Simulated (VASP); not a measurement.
Write the native input for VASP 6.6.1 that does the following.

```
Task                   : single point
Functional             : PBE
Potentials or basis    : VASP PAW PBE potentials, release 64 (Ir)
Cutoff                 : 520 eV
k mesh                 : 17 × 17 × 17
Occupations            : fermi-dirac, width 0.05 eV
Spin                   : no spin polarisation
Dipole correction      : no
Further INCAR settings : ALGO = Normal; EDIFF = 1e-07; NBANDS = 10
```

The structure of Ir lies in POSCAR:

```
Ir
1.0
   -1.4903174204      1.4903174204      1.4903174204
    1.4903174204     -1.4903174204      1.4903174204
    1.4903174204      1.4903174204     -1.4903174204
Ir
1
Direct
    0.0000000000      0.0000000000      0.0000000000
```

This cell differs from its parent crystal: volume scaled by 0.88.

One way to write it, as run:

INCAR

```
PREC     = Accurate       # precision mode
ENCUT    = 520            # plane-wave cutoff, eV
EDIFF    = 1E-7           # SCF threshold, eV
ISMEAR   = -1             # smearing method
SIGMA    = 0.05           # smearing width, eV
LREAL    = False          # projectors in reciprocal space
LASPH    = True           # aspherical terms in the spheres
NELM     = 100            # most SCF steps
ALGO     = Normal         # electronic algorithm
ISIF     = 2              # what is computed and relaxed
LWAVE    = False          # write WAVECAR
LCHARG   = False          # write CHGCAR
GGA      = PE             # functional
NBANDS   = 10             # bands
```

KPOINTS

```
Automatic mesh
0
Gamma
  17 17 17
```

Potentials or basis: VASP PAW PBE potentials, release 64 (Ir).

Run with:

```console
$ cat potpaw_PBE.64/Ir/POTCAR > POTCAR
$ mpirun -np 1 vasp_std > vasp.out
```

Results of the run:

* Pressure: 55.4 GPa

It took 40 s on 1 thread of AMD EPYC 7R13 (shared host), peak memory 0.11 GiB.
